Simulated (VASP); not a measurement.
# Al3N in VASP: a series of runs

Runs on Al3N. Level: PBE. Tasks: single point.

All numbers are computed with VASP 6.6.1; they aren't measurements. Logs are shortened: lines on timing, memory, paths and dates and some standing lists are left out, and cuts for length are marked.

### Step 1. The cell of the first run

The cell holds a slab with vacuum, 4 atoms: a = 2.857 Å, b = 2.857 Å, c = 21.175 Å, α = 90.00°, β = 90.00°, γ = 90.00°.

### Step 2. Single point, PBE, collinear spin, ferromagnetic start

File INCAR:

```
SYSTEM = Al3N
  ALGO = Normal
  DIPOL = 0.5 0.5 0.332
  EDIFF = 1E-7
  ENCUT = 520
  GGA = PE
  IDIPOL = 3
  ISIF = 2
  ISMEAR = 0
  ISPIN = 2
  LASPH = .TRUE.
  LCHARG = .FALSE.
  LDIPOL = .TRUE.
  LORBIT = 11
  LREAL = .FALSE.
  LWAVE = .FALSE.
  MAGMOM = 0 0 0 3
  NBANDS = 19
  NELM = 150
  PREC = Accurate
  SIGMA = 0.1
```

File KPOINTS:

```
k-points
0
G
  9 9 1
  0 0 0
```

File POSCAR:

```
Al3N
1.0
    2.8567582918      0.0000000000      0.0000000000
    0.0000000000      2.8567582918      0.0000000000
    0.0000000000      0.0000000000     21.1746954317
Al N
3 1
Direct
    0.5000000000      0.5000000000      0.1889047242
    0.0000000000      0.0000000000      0.2873641967
    0.5000000000      0.5000000000      0.3860596464
    0.5000000000      0.5000000000      0.4644551070
```

Potentials or basis: VASP PAW PBE potentials, release 64 (Al, N).

Launch:

```bash
> cat potpaw_PBE.64/Al/POTCAR potpaw_PBE.64/N/POTCAR > POTCAR
> mpirun -np 1 vasp_std > vasp.out
```

OUTCAR:

```text
SYSTEM = Al3N
   EDIFF = 1E-7
   ENCUT = 520
   GGA = PE
   ISIF = 2
   ISMEAR = 0
   ISPIN = 2
   LASPH = .TRUE.
   LORBIT = 11
   LREAL = .FALSE.
   NELM = 150
   PREC = Accurate

 ion  position               nearest neighbor table
   1  0.500  0.500  0.189-   2 2.90   2 2.90   2 2.90   2 2.90
   2  0.000  0.000  0.287-   1 2.90   1 2.90   1 2.90   1 2.90   3 2.91   3 2.91   3 2.91   3 2.91

   3  0.500  0.500  0.386-   4 1.66   2 2.91   2 2.91   2 2.91   2 2.91
   4  0.500  0.500  0.464-   3 1.66

  LATTYP: Found a simple tetragonal cell.
 ALAT       =     2.8567582918
 C/A-ratio  =     7.4121410595

  Lattice vectors:

 A1 = (   2.8567582918,   0.0000000000,   0.0000000000)
 A2 = (   0.0000000000,   2.8567582918,   0.0000000000)
 A3 = (   0.0000000000,   0.0000000000,  21.1746954317)

Analysis of symmetry for initial positions (statically):
=====================================================================
 Subroutine PRICEL returns:
 Original cell was already a primitive cell.

 Routine SETGRP: Setting up the symmetry group for a
 simple tetragonal supercell.

 Subroutine GETGRP returns: Found  8 space group operations
 (whereof  8 operations were pure point group operations)
 out of a pool of 16 trial point group operations.

The static configuration has the point symmetry C_4v.

Analysis of symmetry for dynamics (positions and initial velocities):
=====================================================================
 Subroutine PRICEL returns:
 Original cell was already a primitive cell.

 Routine SETGRP: Setting up the symmetry group for a
 simple tetragonal supercell.

 Subroutine GETGRP returns: Found  8 space group operations
 (whereof  8 operations were pure point group operations)
 out of a pool of 16 trial point group operations.

The dynamic configuration has the point symmetry C_4v.

Analysis of structural, dynamic, and magnetic symmetry:
=====================================================================
 Subroutine PRICEL returns:
 Original cell was already a primitive cell.

 Routine SETGRP: Setting up the symmetry group for a
 simple tetragonal supercell.

 Subroutine GETGRP returns: Found  8 space group operations
 (whereof  8 operations were pure point group operations)
 out of a pool of 16 trial point group operations.

The overall configuration has the point symmetry C_4v.

[... 126 lines left out ...]
  volume of cell :      172.81
 maximum number of plane-waves:      4683
 NGX is ok and might be reduce to    24
   NGX = 11   NGY = 11   NGZ = 79

 dipolmoment           0.000000      0.000000     -0.005772 electrons x Angstroem

 number of electron      14.0000001 magnetization      -0.0001236

 number of electron      14.0000001 magnetization       0.0002867

 dipolmoment           0.000000      0.000000      0.207548 electrons x Angstroem

 Free energy of the ion-electron system (eV)
  ---------------------------------------------------
  ext. energy  EPLUGINS =         0.00000000
  ---------------------------------------------------
  free energy    TOTEN  =       -14.94668114 eV

  energy without entropy =      -14.94029373  energy(sigma->0) =      -14.94348744

 E-fermi :  -1.9601     XC(G=0):  -4.3626

 val. band max:       -2.1116493863   @ k =   0.4444   0.3333   0.0000
 cond. band min:      -1.9149396290   @ k =   0.1111   0.1111   0.0000
 fundamental gap:      0.1967097573
 Fermi energy:        -1.9601455781

 spin component 1

 k-point     1 :       0.0000    0.0000    0.0000
  band No.  band energies     occupation
      1     -15.6373      1.00000
      2     -12.1444      1.00000
      3      -9.6932      1.00000
      4      -6.1925      1.00000
      5      -3.7725      1.00000
      6      -1.1844      0.00000
[... 306 lines left out ...]
      5      -3.5387      1.00000
      6      -3.0690      1.00000
[... 11 lines left out ...]
     18       6.0048      0.00000
     19       7.3254      0.00000
 Fermi energy:        -1.9601455781

 spin component 2

 k-point     1 :       0.0000    0.0000    0.0000
  band No.  band energies     occupation
      1     -15.6369      1.00000
      2     -12.1444      1.00000
      3      -9.6931      1.00000
      4      -6.1925      1.00000
      5      -3.7724      1.00000
      6      -1.1838      0.00000
[... 307 lines left out ...]
      6      -3.0689      1.00000
[... 11 lines left out ...]
     18       6.0048      0.00000
     19       7.3254      0.00000

------------------------ aborting loop because EDIFF is reached ----------------------------------------

 vacuum level on the upper side and lower side of the slab       (xc-potential included)         2.239        -2.362

  FORCE on cell =-STRESS in cart. coord.  units (eV):
  Direction    XX          YY          ZZ          XY          YZ          ZX
  --------------------------------------------------------------------------------------
  -------------------------------------------------------------------------------------
  Total       -2.4765479     -2.4765479      7.1781109      0.0000000     -0.0000000     -0.0000000
  in kB      -22.9611242    -22.9611242     66.5513061      0.0000000     -0.0000000     -0.0000000
  external PRESSURE =       6.8763525 kB  Pullay stress =       0.0000000 kB

 VOLUME and BASIS-vectors are now :
 -----------------------------------------------------------------------------
  energy-cutoff  :      520.00
  volume of cell :      172.81
      direct lattice vectors                 reciprocal lattice vectors
     2.856758292  0.000000000  0.000000000     0.350047116  0.000000000  0.000000000
     0.000000000  2.856758292  0.000000000     0.000000000  0.350047116  0.000000000
     0.000000000  0.000000000 21.174695432     0.000000000  0.000000000  0.047226181

 POSITION                                       TOTAL-FORCE (eV/Angst)
 -----------------------------------------------------------------------------------
      1.42838      1.42838      4.00000         0.000000     -0.000000     -0.099142
      0.00000      0.00000      6.08485         0.000000     -0.000000      0.195724
      1.42838      1.42838      8.17470         0.000000      0.000000     -4.412926
      1.42838      1.42838      9.83470        -0.000000     -0.000000      4.316344
 -----------------------------------------------------------------------------------
    total drift:                                0.000000      0.000000     -0.000236

  FREE ENERGIE OF THE ION-ELECTRON SYSTEM (eV)
  ---------------------------------------------------
  free  energy   TOTEN  =       -14.9466811424 eV

  energy  without entropy=      -14.9402937293  energy(sigma->0) =      -14.94348744

 vacuum level on the upper side and lower side of the slab         6.850         2.147

 total charge

# of ion       s       p       d       tot
------------------------------------------
    1        0.477   0.284   0.000   0.761
    2        0.425   0.338   0.000   0.763
    3        0.463   0.420   0.000   0.883
    4        1.369   2.081   0.000   3.450
--------------------------------------------------
tot          2.734   3.123   0.000   5.857

 magnetization (x)

# of ion       s       p       d       tot
------------------------------------------
    1       -0.000  -0.000   0.000  -0.000
    2       -0.000  -0.000   0.000  -0.000
    3       -0.000  -0.000   0.000  -0.000
    4        0.000   0.000   0.000   0.000
--------------------------------------------------
tot         -0.000   0.000   0.000   0.000
```

Run time: 2.6 min. Hardware: 1 thread of AMD EPYC 9R45 (Zen 5), shared host; peak memory 0.35 GiB.

Results:

```
Free energy                                           : -14.9467 eV
Largest force                                         : 4.413 eV/Å
Band gap on the k mesh                                : zero (filled and empty bands overlap)
Net moment                                            : 0.00 μB per cell
Valence electrons inside the program's atomic spheres : Al 0.76, 0.88; N 3.45
```

Forces on the atoms (eV/Å):
```
Al   0.000  0.000 -0.099
Al   0.000  0.000  0.196
Al   0.000  0.000 -4.413
N    0.000  0.000  4.316
```

### Step 3. Single point, PBE, collinear spin, ferromagnetic start

File INCAR:

```
PREC = Accurate
ENCUT = 520
EDIFF = 1E-6
ISMEAR = 0
SIGMA = 0.1
LREAL = F
LASPH = T
NELM = 150
ALGO = Normal
ISIF = 2
LWAVE = F
LCHARG = T
ISPIN = 2
MAGMOM = 0 0 0 3
LORBIT = 11
LDIPOL = T
IDIPOL = 3
DIPOL = 0.5 0.5 0.341
GGA = PE
LELF = T
LVHAR = T
LVACPOTAV = T
NBANDS = 19
```

File KPOINTS:

```
regular mesh
0
Gamma
  9 9 1
```

Edit POSCAR of step 2 so:

```diff
@@ -11,2 +11,2 @@
     0.5000000000      0.5000000000      0.3860596464
-    0.5000000000      0.5000000000      0.4644551070
+    0.5000000000      0.5000000000      0.5027083136
```

Potentials or basis: VASP PAW PBE potentials, release 64 (Al, N).

Launch:

```bash
> cat potpaw_PBE.64/Al/POTCAR potpaw_PBE.64/N/POTCAR > POTCAR
> mpirun -np 1 vasp_std > vasp.out
```

OUTCAR:

```text
PREC = Accurate
   ENCUT = 520
   EDIFF = 1E-6
   ISMEAR = 0
   LREAL = F
   LASPH = T
   NELM = 150
   ISIF = 2
   ISPIN = 2
   LORBIT = 11
   GGA = PE

 ion  position               nearest neighbor table
   1  0.500  0.500  0.189-   2 2.90   2 2.90   2 2.90   2 2.90
   2  0.000  0.000  0.287-   1 2.90   1 2.90   1 2.90   1 2.90   3 2.91   3 2.91   3 2.91   3 2.91

   3  0.500  0.500  0.386-   4 2.47   2 2.91   2 2.91   2 2.91   2 2.91
   4  0.500  0.500  0.503-   3 2.47

  LATTYP: Found a simple tetragonal cell.
 ALAT       =     2.8567582918
 C/A-ratio  =     7.4121410595

  Lattice vectors:

 A1 = (   2.8567582918,   0.0000000000,   0.0000000000)
 A2 = (   0.0000000000,   2.8567582918,   0.0000000000)
 A3 = (   0.0000000000,   0.0000000000,  21.1746954317)

Analysis of symmetry for initial positions (statically):
=====================================================================
 Subroutine PRICEL returns:
[... 857 lines left out ...]
  Direction    XX          YY          ZZ          XY          YZ          ZX
  --------------------------------------------------------------------------------------
  -------------------------------------------------------------------------------------
  Total       -1.1319981     -1.1319981     -3.5713769      0.0000000      0.0000000      0.0000000
  in kB      -10.4952340    -10.4952340    -33.1117478      0.0000000      0.0000000      0.0000000
  external PRESSURE =     -18.0340719 kB  Pullay stress =       0.0000000 kB

 VOLUME and BASIS-vectors are now :
 -----------------------------------------------------------------------------
  energy-cutoff  :      520.00
  volume of cell :      172.81
      direct lattice vectors                 reciprocal lattice vectors
     2.856758292  0.000000000  0.000000000     0.350047116  0.000000000  0.000000000
     0.000000000  2.856758292  0.000000000     0.000000000  0.350047116  0.000000000
     0.000000000  0.000000000 21.174695432     0.000000000  0.000000000  0.047226181

 POSITION                                       TOTAL-FORCE (eV/Angst)
 -----------------------------------------------------------------------------------
      1.42838      1.42838      4.00000         0.000000     -0.000000     -0.183031
      0.00000      0.00000      6.08485         0.000000      0.000000      0.139754
      1.42838      1.42838      8.17470         0.000000      0.000000      1.676589
      1.42838      1.42838     10.64470         0.000000     -0.000000     -1.633312
 -----------------------------------------------------------------------------------
    total drift:                                0.000000      0.000000     -0.000357

  FREE ENERGIE OF THE ION-ELECTRON SYSTEM (eV)
  ---------------------------------------------------
  free  energy   TOTEN  =       -13.9546550611 eV

  energy  without entropy=      -13.9416787789  energy(sigma->0) =      -13.94816692

 vacuum level on the upper side and lower side of the slab         5.705         3.096

 total charge

# of ion       s       p       d       tot
------------------------------------------
    1        0.476   0.285   0.000   0.761
    2        0.429   0.325   0.000   0.754
    3        0.450   0.289   0.000   0.738
    4        1.359   1.942   0.000   3.301
--------------------------------------------------
tot          2.715   2.840   0.000   5.555

 magnetization (x)

# of ion       s       p       d       tot
------------------------------------------
    1       -0.003  -0.007   0.000  -0.010
    2        0.000  -0.007   0.000  -0.007
    3       -0.013  -0.019   0.000  -0.032
    4        0.039   1.556   0.000   1.595
--------------------------------------------------
tot          0.023   1.523   0.000   1.546
```

OSZICAR:

```text
N       E                     dE             d eps       ncg     rms          rms(c)
DAV:   1     0.438843066374E+02    0.43884E+02   -0.42625E+03  1140   0.511E+02
DAV:   2    -0.745528038276E+01   -0.51340E+02   -0.46242E+02  1587   0.988E+01
DAV:   3    -0.139782425826E+02   -0.65230E+01   -0.62328E+01  1380   0.310E+01
[... 20 lines left out ...]
DAV:  24    -0.139546356813E+02   -0.34007E-04   -0.43635E-06  1251   0.607E-03    0.293E-03
DAV:  25    -0.139546439238E+02   -0.82425E-05   -0.22143E-06  1203   0.448E-03    0.146E-03
DAV:  26    -0.139546486208E+02   -0.46970E-05   -0.60006E-07  1123   0.268E-03    0.157E-03
DAV:  27    -0.139546523624E+02   -0.37416E-05   -0.23021E-07  1103   0.193E-03    0.170E-03
DAV:  28    -0.139546543194E+02   -0.19570E-05   -0.76548E-08  1029   0.108E-03    0.145E-03
DAV:  29    -0.139546550611E+02   -0.74173E-06   -0.66984E-08   990   0.968E-04
   1 F= -.13954655E+02 E0= -.13948167E+02  d E =-.129763E-01  mag=     2.2102
```

Wall time 1.8 min (1 thread of AMD EPYC 9R45 (Zen 5), shared host); peak memory 0.35 GiB.

What came out:

```
Free energy                                           : -13.9547 eV
Largest force                                         : 1.677 eV/Å
Net moment                                            : 2.21 μB per cell
Site moments                                          : Al -0.01, -0.03; N +1.59 μB
Valence electrons inside the program's atomic spheres : Al 0.76, 0.75, 0.74; N 3.30
```

Forces in eV/Å, atoms in the order of the input:
```
Al   0.000  0.000 -0.183
Al   0.000  0.000  0.140
Al   0.000  0.000  1.677
N    0.000  0.000 -1.633
```

Levels at points of the mesh, in eV from the Fermi level:
Spin up:
```tsv
k point	band 5	band 6	band 7	band 8	band 9	band 10	band 11	band 12
(0.00, 0.00, 0.00)	-2.77	-0.56	-0.56	-0.40	2.96	4.54	5.95	6.07
```
Spin down:
```
           k point  band 4  band 5  band 6  band 7  band 8  band 9
(0.00, 0.00, 0.00)   -4.78   -1.97    0.71    3.16    3.42    3.42
```
